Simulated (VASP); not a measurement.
# Ga2GeSe2 (P-3m1) in VASP: notebook, part 2 of 3

VASP 6.6.1.

### Step 3. Single point, PBE

This run uses another cell than the first one, of 25.33 Å³/atom.

File INCAR:

```
  ALGO = Normal
  EDIFF = 1E-6
  ENCUT = 520
  GGA = PE
  ISIF = 2
  ISMEAR = 0
  LASPH = True
  LCHARG = False
  LREAL = False
  LWAVE = False
  NBANDS = 34
  NELM = 100
  PREC = Accurate
  SIGMA = 0.1
```

File KPOINTS:

```
k-points
0
Gamma
  6 6 2
```

File POSCAR:

```
Ga2GeSe2
1.0
    4.3829737600      0.0000000000      0.0000000000
   -2.1914868800      3.7957666200      0.0000000000
    0.0000000000      0.0000000000      7.6135194200
Ga Ge Se
2 1 2
Direct
    0.3333333300      0.6666666700      0.2684000100
    0.6666666700      0.3333333300      0.7315999900
    0.0000000000      0.0000000000      0.0000000000
    0.3333333300      0.6666666700      0.6383000000
    0.6666666700      0.3333333300      0.3617000000
```

Potentials or basis: VASP PAW PBE potentials, release 64 (Ga_d, Ge_d, Se).

On the command line:

```
> cat potpaw_PBE.64/Ga_d/POTCAR potpaw_PBE.64/Ge_d/POTCAR potpaw_PBE.64/Se/POTCAR > POTCAR
> mpirun -np 1 vasp_std > vasp.out
```

OUTCAR:

```text
EDIFF = 1E-6
   ENCUT = 520
   GGA = PE
   ISIF = 2
   ISMEAR = 0
   LASPH = True
   LREAL = False
   NELM = 100
   PREC = Accurate

 ion  position               nearest neighbor table
   1  0.333  0.667  0.268-   5 2.63   5 2.63   5 2.63   4 2.82
   2  0.667  0.333  0.732-   4 2.63   4 2.63   4 2.63   5 2.82
   3  0.000  0.000  0.000-
   4  0.333  0.667  0.638-   2 2.63   2 2.63   2 2.63   1 2.82
   5  0.667  0.333  0.362-   1 2.63   1 2.63   1 2.63   2 2.82

  LATTYP: Found a hexagonal cell.
 ALAT       =     4.3829737600
 C/A-ratio  =     1.7370670775

  Lattice vectors:

 A1 = (   4.3829737600,   0.0000000000,   0.0000000000)
 A2 = (  -2.1914868800,   3.7957666200,   0.0000000000)
 A3 = (   0.0000000000,   0.0000000000,   7.6135194200)

Analysis of symmetry for initial positions (statically):
=====================================================================
 Subroutine PRICEL returns:
 Original cell was already a primitive cell.

 Routine SETGRP: Setting up the symmetry group for a
 hexagonal supercell.

 Subroutine GETGRP returns: Found 12 space group operations
 (whereof 12 operations were pure point group operations)
 out of a pool of 24 trial point group operations.

The static configuration has the point symmetry D_3d.

Analysis of symmetry for dynamics (positions and initial velocities):
=====================================================================
 Subroutine PRICEL returns:
 Original cell was already a primitive cell.

 Routine SETGRP: Setting up the symmetry group for a
 hexagonal supercell.

 Subroutine GETGRP returns: Found 12 space group operations
 (whereof 12 operations were pure point group operations)
 out of a pool of 24 trial point group operations.

The dynamic configuration has the point symmetry D_3d.

 Subroutine INISYM returns: Found 12 space group operations
 (whereof 12 operations are pure point group operations),
 and found     1 'primitive' translations

----------------------------------------------------------------------------------------

                                     Primitive cell

  volume of cell :     126.6642

  direct lattice vectors                    reciprocal lattice vectors
     4.382973760  0.000000000  0.000000000     0.228155598  0.131725696  0.000000000
    -2.191486880  3.795766620  0.000000000     0.000000000  0.263451392  0.000000000
     0.000000000  0.000000000  7.613519420     0.000000000  0.000000000  0.131345301

  length of vectors
     4.382973760  4.382973760  7.613519420     0.263451392  0.263451392  0.131345301

  position of ions in fractional coordinates (direct lattice)
     0.333333330  0.666666670  0.268400010
     0.666666670  0.333333330  0.731599990
     0.000000000  0.000000000  0.000000000
     0.333333330  0.666666670  0.638300000
     0.666666670  0.333333330  0.361700000
[... 29 lines left out ...]

 Subroutine IBZKPT returns following result:
 ===========================================

 Found     14 irreducible k-points:

 Following reciprocal coordinates:
            Coordinates               Weight
  0.000000  0.000000  0.000000      1.000000
  0.166667  0.000000  0.000000      6.000000
  0.333333  0.000000  0.000000      6.000000
  0.500000  0.000000  0.000000      3.000000
  0.166667  0.166667  0.000000      6.000000
  0.333333  0.166667  0.000000     12.000000
  0.333333  0.333333  0.000000      2.000000
  0.000000  0.000000  0.500000      1.000000
  0.166667  0.000000  0.500000      6.000000
  0.333333  0.000000  0.500000      6.000000
  0.500000  0.000000  0.500000      3.000000
  0.166667  0.166667  0.500000      6.000000
  0.333333  0.166667  0.500000     12.000000
  0.333333  0.333333  0.500000      2.000000
   k-points           NKPTS =     14   k-points in BZ     NKDIM =     14   number of bands    NBANDS=     34
   number of dos      NEDOS =    301   number of ions     NIONS =      5
   total plane-waves  NPLWV =  77760
   dimension x,y,z NGX =    36 NGY =   36 NGZ =   60
   dimension x,y,z NGXF=    72 NGYF=   72 NGZF=  120
   ions per type =               2   1   2
   NGX,Y,Z   is equivalent  to a cutoff of  13.65, 13.65, 13.10 a.u.
   NGXF,Y,Z  is equivalent  to a cutoff of  27.31, 27.31, 26.20 a.u.
 SYSTEM =  unknown system
   PREC   = accura    normal or accurate (medium, high low for compatibility)
   ISTART =      0    job   : 0-new  1-cont  2-samecut
   ICHARG =      2    charge: 1-file 2-atom 10-const
   ISPIN  =      1    spin polarized calculation?
   LNONCOLLINEAR =      F non collinear calculations
   LSORBIT =      F    spin-orbit coupling
   LASPH  =      T    aspherical Exc in radial PAW
   ENCUT  =  520.0 eV  38.22 Ry    6.18 a.u.   8.15  8.15 14.16*2*pi/ulx,y,z
   NELM   =    100;   NELMIN=  2; NELMDL= -5     # of ELM steps
   EDIFF  = 0.1E-05   stopping-criterion for ELM
   LREAL  =      F    real-space projection
   EDIFFG = 0.1E-04   stopping-criterion for IOM
   NSW    =      0    number of steps for IOM
   IBRION =     -1    ionic relax: 0-MD 1-quasi-New 2-CG
   NFREE  =      0    steps in history (QN), initial steepest desc. (CG)
   ISIF   =      2    stress and relaxation
   ISYM   =      2    0-nonsym 1-usesym 2-fastsym
   POTIM  = 0.5000    time-step for ionic-motion
   TEBEG  =    0.0;   TEEND  =   0.0 temperature during run
   PSTRESS=    0.0 pullay stress
   NELECT =      52.0000    total number of electrons
   NUPDOWN=      -1.0000    fix difference up-down
   EMIN   =  10.00;   EMAX   =-10.00  energy-range for DOS
   EFERMI =   0.00;   METHOD = LEGACY
   ISMEAR =     0;   SIGMA  =   0.10  broadening in eV -4-tet -1-fermi 0-gaus
   EFERMI_NEDOS =   21; number of points for ismear=-14 and -15
   IALGO  =     38    algorithm
   IMIX   =      4    mixing-type and parameters
     AMIX     =   0.40;   BMIX     =  1.00
     AMIX_MAG =   1.60;   BMIX_MAG =  1.00
  volume/ion in A,a.u.               =      25.33       170.95
  Fermi-wavevector in a.u.,A,eV,Ry     =   1.216722  2.299271 20.142231  1.480412
  Thomas-Fermi vector in A             =   2.352066
   LORBIT       =      0    0 simple, 1 ext, 2 COOP (PROOUT), +10 PAW based schemes
   GGA     = PE    functional components
   LHFCALC =     F    Hartree Fock is set to
   AEXX    =    0.0000 exact exchange contribution
   IVDW    =     0    specifies the selected vdW correction
   LEPSILON=     F    determine dielectric tensor
   LRPA    =     F    only Hartree local field effects (RPA)
 non-spin polarized calculation
 Gauss-broadening in eV      SIGMA  =   0.10
  energy-cutoff  :      520.00
  volume of cell :      126.66
 maximum number of plane-waves:      3430
 NGX is ok and might be reduce to    36
   NGX = 17   NGY = 17   NGZ = 29

 number of electron      51.9999988 magnetization

 Free energy of the ion-electron system (eV)
  ---------------------------------------------------
  ext. energy  EPLUGINS =         0.00000000
  ---------------------------------------------------
  free energy    TOTEN  =       -16.36548038 eV

  energy without entropy =      -16.34453006  energy(sigma->0) =      -16.35500522

 E-fermi :   3.6189     XC(G=0):  -9.4131

 val. band max:        3.6029822104   @ k =   0.1667   0.1667   0.5000
 cond. band min:       3.6622583927   @ k =   0.5000   0.0000   0.5000
 fundamental gap:      0.0592761823
 Fermi energy:         3.6188609517

 k-point     1 :       0.0000    0.0000    0.0000
  band No.  band energies     occupation
      1     -21.7022      2.00000
      2     -21.6950      2.00000
      3     -21.6950      2.00000
      4     -21.6703      2.00000
      5     -21.6703      2.00000
      6     -11.4951      2.00000
[... 507 lines left out ...]
     33       9.7263      0.00000
     34       9.8634      0.00000

------------------------ aborting loop because EDIFF is reached ----------------------------------------

  FORCE on cell =-STRESS in cart. coord.  units (eV):
  Direction    XX          YY          ZZ          XY          YZ          ZX
  --------------------------------------------------------------------------------------
  -------------------------------------------------------------------------------------
  Total       -1.5990706     -1.5990706     -0.8471512      0.0000000      0.0000000      0.0000000
  in kB      -20.2266698    -20.2266698    -10.7156293      0.0000000      0.0000000      0.0000000
  external PRESSURE =     -17.0563230 kB  Pullay stress =       0.0000000 kB

 VOLUME and BASIS-vectors are now :
 -----------------------------------------------------------------------------
  energy-cutoff  :      520.00
  volume of cell :      126.66
      direct lattice vectors                 reciprocal lattice vectors
     4.382973760  0.000000000  0.000000000     0.228155598  0.131725696  0.000000000
    -2.191486880  3.795766620  0.000000000     0.000000000  0.263451392  0.000000000
     0.000000000  0.000000000  7.613519420     0.000000000  0.000000000  0.131345301

 POSITION                                       TOTAL-FORCE (eV/Angst)
 -----------------------------------------------------------------------------------
     -0.00000      2.53051      2.04347         0.000000     -0.000000     -0.725924
      2.19149      1.26526      5.57005        -0.000000      0.000000      0.725924
      0.00000      0.00000      0.00000         0.000000      0.000000      0.000000
     -0.00000      2.53051      4.85971        -0.000000     -0.000000      0.053401
      2.19149      1.26526      2.75381         0.000000      0.000000     -0.053401
 -----------------------------------------------------------------------------------
    total drift:                               -0.000000     -0.000000      0.000000

  FREE ENERGIE OF THE ION-ELECTRON SYSTEM (eV)
  ---------------------------------------------------
  free  energy   TOTEN  =       -16.3654803757 eV

  energy  without entropy=      -16.3445300605  energy(sigma->0) =      -16.35500522
```

OSZICAR:

```text
N       E                     dE             d eps       ncg     rms          rms(c)
DAV:   1     0.428435841895E+03    0.42844E+03   -0.24724E+04  1098   0.266E+03
DAV:   2     0.596603519495E+02   -0.36878E+03   -0.35613E+03   984   0.650E+02
DAV:   3    -0.123041672289E+02   -0.71965E+02   -0.70490E+02  1174   0.178E+02
DAV:   4    -0.166617957914E+02   -0.43576E+01   -0.43329E+01  1078   0.468E+01
DAV:   5    -0.167749910537E+02   -0.11320E+00   -0.11299E+00  1232   0.792E+00    0.548E+00
DAV:   6    -0.164041566485E+02    0.37083E+00   -0.24728E+00  1294   0.110E+01    0.320E+00
DAV:   7    -0.163679121565E+02    0.36244E-01   -0.37569E-01  1128   0.269E+00    0.200E+00
DAV:   8    -0.163648724354E+02    0.30397E-02   -0.39470E-02  1214   0.963E-01    0.309E-01
DAV:   9    -0.163651785887E+02   -0.30615E-03   -0.32185E-03  1152   0.284E-01    0.822E-02
DAV:  10    -0.163654101736E+02   -0.23158E-03   -0.75009E-04  1158   0.129E-01    0.332E-02
DAV:  11    -0.163654625029E+02   -0.52329E-04   -0.10893E-04  1208   0.728E-02    0.107E-02
DAV:  12    -0.163654778865E+02   -0.15384E-04   -0.39256E-05  1054   0.415E-02    0.522E-03
DAV:  13    -0.163654798700E+02   -0.19835E-05   -0.51096E-06  1054   0.136E-02    0.191E-03
DAV:  14    -0.163654803757E+02   -0.50570E-06   -0.11985E-06   836   0.538E-03
   1 F= -.16365480E+02 E0= -.16355005E+02  d E =-.209503E-01
```

stdout:

```text
POSCAR found type information on POSCAR GaGeSe
 POSCAR found :  3 types and       5 ions
 scaLAPACK will be used
 LDA part: xc-table for (Slater+PW92), standard interpolation
 POSCAR, INCAR and KPOINTS ok, starting setup
 FFT: planning ... GRIDC
 FFT: planning ... GRID_SOFT
 FFT: planning ... GRID
 WAVECAR not read
 entering main loop
```

Run time: 2.4 min. Hardware: 1 thread of Intel Xeon 8259CL, shared host; peak memory 0.29 GiB.

What came out:

```
Free energy            : -16.3655 eV
Pressure               : -1.7 GPa
Largest force          : 0.726 eV/Å
Band gap on the k mesh : zero (bands 26 and 27 overlap by 0.80 eV)
```

Forces on the atoms (eV/Å):
```
Ga   0.000  0.000 -0.726
Ga   0.000  0.000  0.726
Ge   0.000  0.000  0.000
Se   0.000  0.000  0.053
Se   0.000  0.000 -0.053
```

Stress tensor (GPa, compression positive):
```
-2.02  0.00  0.00
 0.00 -2.02  0.00
 0.00  0.00 -1.07
```

Caveat: the k points lie up to 0.41 Å⁻¹ apart, too coarse for converged energies and pressures of a metal.

(Continued in part 3 of 3.)

The gap in the log of VASP goes by the Fermi energy; the results here count the filled bands.